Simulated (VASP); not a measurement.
# Al (I4/mmm) in VASP: notebook, part 2 of 2

VASP 6.6.1.

## 5. Single point, PBEsol (strain +0.015 along x and y, -0.030 along z)

File INCAR:

```
SYSTEM = Al
  PREC = Accurate
  ENCUT = 520
  EDIFF = 1E-6
  ISMEAR = 0
  SIGMA = 0.15
  LREAL = .False.
  LASPH = .True.
  NELM = 80
  ALGO = Fast
  ISIF = 2
  LWAVE = .False.
  LCHARG = .False.
  GGA = PS
  NBANDS = 8
```

File KPOINTS:

```
Automatic mesh
0
Gamma
  20 20 20
  0 0 0
```

File POSCAR:

```
Al
1.0
   -1.6150869704      1.6150869704      1.5434821293
    1.6150869704     -1.6150869704      1.5434821293
    1.6150869704      1.6150869704     -1.5434821293
Al
1
Direct
    0.0000000000      0.0000000000      0.0000000000
```

Potentials or basis: VASP PAW PBE potentials, release 64 (Al).

On the command line:

```sh
cat potpaw_PBE.64/Al/POTCAR > POTCAR
mpirun -np 1 vasp_std > vasp.out
```

OUTCAR:

```text
SYSTEM = Al
   PREC = Accurate
   ENCUT = 520
   EDIFF = 1E-6
   ISMEAR = 0
   LREAL = .False.
   LASPH = .True.
   NELM = 80
   ISIF = 2
   GGA = PS

 ion  position               nearest neighbor table
   1  0.000  0.000  0.000-

  LATTYP: Found a body centered tetragonal cell.
 ALAT       =     3.2301739408
 C/A-ratio  =     0.9556650246

  Lattice vectors:

 A1 = (  -1.6150869704,   1.6150869704,   1.5434821293)
 A2 = (   1.6150869704,  -1.6150869704,   1.5434821293)
 A3 = (   1.6150869704,   1.6150869704,  -1.5434821293)

Analysis of symmetry for initial positions (statically):
=====================================================================
 Subroutine PRICEL returns:
 Original cell was already a primitive cell.

 Routine SETGRP: Setting up the symmetry group for a
 body centered tetragonal supercell.

 Subroutine GETGRP returns: Found 16 space group operations
 (whereof 16 operations were pure point group operations)
 out of a pool of 16 trial point group operations.

The static configuration has the point symmetry D_4h.

Analysis of symmetry for dynamics (positions and initial velocities):
=====================================================================
 Subroutine PRICEL returns:
 Original cell was already a primitive cell.

 Routine SETGRP: Setting up the symmetry group for a
 body centered tetragonal supercell.

 Subroutine GETGRP returns: Found 16 space group operations
 (whereof 16 operations were pure point group operations)
 out of a pool of 16 trial point group operations.

The dynamic configuration has the point symmetry D_4h.

 Subroutine INISYM returns: Found 16 space group operations
 (whereof 16 operations are pure point group operations),
 and found     1 'primitive' translations

----------------------------------------------------------------------------------------

                                     Primitive cell

  volume of cell :      16.1047

  direct lattice vectors                    reciprocal lattice vectors
    -1.615086970  1.615086970  1.543482129     0.000000000  0.309580852  0.323942850
     1.615086970 -1.615086970  1.543482129     0.309580852  0.000000000  0.323942850
     1.615086970  1.615086970 -1.543482129     0.309580852  0.309580852  0.000000000

  length of vectors
     2.756691663  2.756691663  2.756691663     0.448084003  0.448084003  0.437813439

  position of ions in fractional coordinates (direct lattice)
     0.000000000  0.000000000  0.000000000

  ion indices of the primitive-cell ions
   primitive index   ion index
                 1           1

----------------------------------------------------------------------------------------

 KPOINTS: Automatic mesh

Automatic generation of k-mesh.
 Grid dimensions read from file:
 generate k-points for:   20   20   20

 Generating k-lattice:

  Cartesian coordinates                     Fractional coordinates (reciprocal lattice)
     0.000000000  0.015479043  0.016197143     0.050000000  0.000000000  0.000000000
     0.015479043  0.000000000  0.016197143     0.000000000  0.050000000  0.000000000
     0.015479043  0.015479043  0.000000000     0.000000000  0.000000000  0.050000000

  Length of vectors
     0.022404200  0.022404200  0.021890672

  Shift w.r.t. Gamma in fractional coordinates (k-lattice)
     0.000000000  0.000000000  0.000000000

 Subroutine IBZKPT returns following result:
 ===========================================

 Found    641 irreducible k-points:

 Following reciprocal coordinates:
            Coordinates               Weight
  0.000000  0.000000  0.000000      1.000000
  0.050000  0.000000 -0.000000      8.000000
  0.100000  0.000000  0.000000      8.000000
  0.150000  0.000000  0.000000      8.000000
  0.200000  0.000000  0.000000      8.000000
  0.250000  0.000000  0.000000      8.000000
[... 16 lines left out ...]
 -0.400000  0.050000 -0.000000     16.000000
 -0.350000  0.050000 -0.000000     16.000000
 [... further k-points ...]
   k-points           NKPTS =    641   k-points in BZ     NKDIM =    641   number of bands    NBANDS=      8
   number of dos      NEDOS =    301   number of ions     NIONS =      1
   total plane-waves  NPLWV =  13824
   dimension x,y,z NGX =    24 NGY =   24 NGZ =   24
   dimension x,y,z NGXF=    48 NGYF=   48 NGZF=   48
   ions per type =               1
   NGX,Y,Z   is equivalent  to a cutoff of  14.47, 14.47, 14.47 a.u.
   NGXF,Y,Z  is equivalent  to a cutoff of  28.95, 28.95, 28.95 a.u.
 SYSTEM =  Al
   PREC   = accura    normal or accurate (medium, high low for compatibility)
   ISTART =      0    job   : 0-new  1-cont  2-samecut
   ICHARG =      2    charge: 1-file 2-atom 10-const
   ISPIN  =      1    spin polarized calculation?
   LNONCOLLINEAR =      F non collinear calculations
   LSORBIT =      F    spin-orbit coupling
   LASPH  =      T    aspherical Exc in radial PAW
   ENCUT  =  520.0 eV  38.22 Ry    6.18 a.u.   5.13  5.13  5.13*2*pi/ulx,y,z
   NELM   =     80;   NELMIN=  2; NELMDL= -5     # of ELM steps
   EDIFF  = 0.1E-05   stopping-criterion for ELM
   LREAL  =      F    real-space projection
   EDIFFG = 0.1E-04   stopping-criterion for IOM
   NSW    =      0    number of steps for IOM
   IBRION =     -1    ionic relax: 0-MD 1-quasi-New 2-CG
   NFREE  =      0    steps in history (QN), initial steepest desc. (CG)
   ISIF   =      2    stress and relaxation
   ISYM   =      2    0-nonsym 1-usesym 2-fastsym
   POTIM  = 0.5000    time-step for ionic-motion
   TEBEG  =    0.0;   TEEND  =   0.0 temperature during run
   PSTRESS=    0.0 pullay stress
   NELECT =       3.0000    total number of electrons
   NUPDOWN=      -1.0000    fix difference up-down
   EMIN   =  10.00;   EMAX   =-10.00  energy-range for DOS
   EFERMI =   0.00;   METHOD = LEGACY
   ISMEAR =     0;   SIGMA  =   0.15  broadening in eV -4-tet -1-fermi 0-gaus
   EFERMI_NEDOS =   21; number of points for ismear=-14 and -15
   IALGO  =     68    algorithm
   IMIX   =      4    mixing-type and parameters
     AMIX     =   0.40;   BMIX     =  1.00
     AMIX_MAG =   1.60;   BMIX_MAG =  1.00
  volume/ion in A,a.u.               =      16.10       108.68
  Fermi-wavevector in a.u.,A,eV,Ry     =   0.934969  1.766836 11.893777  0.874168
  Thomas-Fermi vector in A             =   2.061829
   LORBIT       =      0    0 simple, 1 ext, 2 COOP (PROOUT), +10 PAW based schemes
   GGA     = PS    functional components
   LHFCALC =     F    Hartree Fock is set to
   AEXX    =    0.0000 exact exchange contribution
   IVDW    =     0    specifies the selected vdW correction
   LEPSILON=     F    determine dielectric tensor
   LRPA    =     F    only Hartree local field effects (RPA)
 non-spin polarized calculation
 RMM-DIIS sequential band-by-band and
 Gauss-broadening in eV      SIGMA  =   0.15
  energy-cutoff  :      520.00
  volume of cell :       16.10
 maximum number of plane-waves:       450
 NGX is ok and might be reduce to    24
   NGX = 11   NGY = 11   NGZ = 11

 number of electron       3.0000000 magnetization

 Free energy of the ion-electron system (eV)
  ---------------------------------------------------
  ext. energy  EPLUGINS =         0.00000000
  ---------------------------------------------------
  free energy    TOTEN  =        -3.99508069 eV

  energy without entropy =       -3.99052407  energy(sigma->0) =       -3.99280238

 E-fermi :   8.2116     XC(G=0): -10.3493

 val. band max:        8.2008465935   @ k =  -0.2500   0.4500   0.2000
 cond. band min:       8.2145980093   @ k =  -0.3500   0.5000   0.2000
 fundamental gap:      0.0137514158
 Fermi energy:         8.2115926539

 k-point     1 :       0.0000    0.0000    0.0000
  band No.  band energies     occupation
      1      -3.0896      2.00000
      2      20.8935      0.00000
      3      21.9913      0.00000
      4      21.9913      0.00000
      5      22.9760      0.00000
      6      22.9760      0.00000
      7      23.6038      0.00000
      8      24.0187      0.00000
[... 243 lines left out ...]
 k-point    24 :      -0.3500    0.0500   -0.0000
  band No.  band energies     occupation
      1       0.0466      2.00000
      2      10.0105      0.00000
      3      15.6639      0.00000
      4      17.3783      0.00000
      5      19.1285      0.00000
      6      21.2595      0.00000
      7      27.0815      0.00000
      8      28.1554      0.00000

 [... further k-points ...]
[... 5 lines left out ...]
  --------------------------------------------------------------------------------------
  -------------------------------------------------------------------------------------
  Total        0.2856662      0.2856662      0.1069196      0.0000000      0.0000000      0.0000000
  in kB       28.4194707     28.4194707     10.6368811      0.0000000      0.0000000      0.0000000
  external PRESSURE =      22.4919408 kB  Pullay stress =       0.0000000 kB

 VOLUME and BASIS-vectors are now :
 -----------------------------------------------------------------------------
  energy-cutoff  :      520.00
  volume of cell :       16.10
      direct lattice vectors                 reciprocal lattice vectors
    -1.615086970  1.615086970  1.543482129     0.000000000  0.309580852  0.323942850
     1.615086970 -1.615086970  1.543482129     0.309580852  0.000000000  0.323942850
     1.615086970  1.615086970 -1.543482129     0.309580852  0.309580852  0.000000000

 POSITION                                       TOTAL-FORCE (eV/Angst)
 -----------------------------------------------------------------------------------
      0.00000      0.00000      0.00000         0.000000     -0.000000     -0.000000
 -----------------------------------------------------------------------------------
    total drift:                               -0.000000      0.000000      0.000000

  FREE ENERGIE OF THE ION-ELECTRON SYSTEM (eV)
  ---------------------------------------------------
  free  energy   TOTEN  =        -3.9950806876 eV

  energy  without entropy=       -3.9905240656  energy(sigma->0) =       -3.99280238
```

stdout:

```text
POSCAR found type information on POSCAR Al
 POSCAR found :  1 types and       1 ions
 scaLAPACK will be used
 -----------------------------------------------------------------------------
|                                                                             |
|                                                                             |
|     You enforced a specific xc type in the INCAR file but a different       |
|     I HOPE YOU KNOW WHAT YOU ARE DOING!                                     |
|                                                                             |
 -----------------------------------------------------------------------------

 LDA part: xc-table for (Slater+PW92), standard interpolation
 POSCAR, INCAR and KPOINTS ok, starting setup
 FFT: planning ... GRIDC
 FFT: planning ... GRID_SOFT
 FFT: planning ... GRID
 WAVECAR not read
 entering main loop
```

It took 81 s on 1 thread of AMD EPYC 7R13, shared host; peak memory 0.16 GiB.

What came out:

* Free energy: -3.9951 eV
* Pressure: 2.2 GPa
* Band gap on the k mesh: zero (an odd number of electrons rules out a gap without spin polarisation)

Levels at points of the mesh, in eV from the Fermi level:
```csv
k point,band 1,band 2,band 3,band 4,band 5
"(0.00, 0.00, 0.00)",-11.30,12.68,13.78,13.78,14.76
"(0.50, 0.00, 0.00)",-4.33,-3.74,8.00,8.06,9.77
"(0.50, 0.50, 0.00)",-4.56,-4.17,8.96,8.98,10.90
"(0.50, 0.50, 0.50)",1.48,1.48,2.69,2.79,3.02
```

Caveat: the cell differs from its parent crystal (strain +0.015 along x and y, -0.030 along z); the PAW data sets were made with another functional, which shifts forces and pressure a little.

## 6. Overview

```csv
cell,gap on the mesh (eV),pressure (GPa)
"a = 2.742 Å, angles 109.1, 109.1, 110.3°, 1 atom",none,3.5
"a = 2.743 Å, angles 110.3, 110.3, 107.8°, 1 atom",none,3.5
"a = 2.757 Å, angles 110.7, 110.7, 107.0°, 1 atom",none,2.3
"a = 2.757 Å, angles 108.3, 108.3, 111.9°, 1 atom",none,2.2
```

Alike in all rows: task single point; level PBEsol; potentials or basis VASP PAW PBE potentials, release 64 (Al); no spin polarisation; k mesh 20 × 20 × 20; cutoff (eV) 520; smearing gaussian 0.15 eV.

Caveats: the PAW data sets were made with another functional, which shifts forces and pressure a little; the cell stands under pressure (at least some runs).

Absolute energies hang on the potentials; compare differences alone.
